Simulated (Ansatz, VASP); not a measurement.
## Two plane-wave programs on Zn2Br3

```
CELL_PARAMETERS angstrom
8.19163 0.00000 0.00000
0.00000 8.19163 0.00000
0.00000 0.00000 4.11532
ATOMIC_POSITIONS crystal
Zn 0.38000 0.88000 0.00000
Zn 0.12000 0.38000 0.00000
Zn 0.62000 0.12000 0.00000
Zn 0.88000 0.62000 0.00000
Br 0.00000 0.00000 0.00000
Br 0.50000 0.50000 0.00000
Br 0.18000 0.68000 0.50000
Br 0.32000 0.18000 0.50000
Br 0.82000 0.32000 0.50000
Br 0.68000 0.82000 0.50000
```

Alike in both runs: task relaxation of cell and atoms; functional PBE; k mesh 2 × 2 × 4; occupations gaussian, width 0.1 eV; no spin polarisation.

|  | VASP | Ansatz |
| --- | --- | --- |
| version | VASP 6.6.1 | Ansatz 0.2.0 |
| potentials or method | VASP PAW PBE potentials, release 64 (Zn, Br), cutoff 600 eV | scalar-relativistic, plane waves, PAW |
| valence electrons in the cell | 90 | 90 |

Ansatz gave:

* gap on the k mesh at the Fermi level, each at its own relaxed structure (eV): none
* relaxed volume (Å³/atom): 30.55
* relaxed length of the cell vector where the two differ most in proportion (Å): 8.014

Question: What did VASP give for the same quantities?

Answer: gap on the k mesh at the Fermi level, each at its own relaxed structure (eV): none; relaxed volume (Å³/atom): 30.97; relaxed length of the cell vector where the two differ most in proportion (Å): 8.062.

A gap of «none» marks a metal or a gap that the smearing closes.

The k mesh is coarse, so the values compare programs but aren't converged.
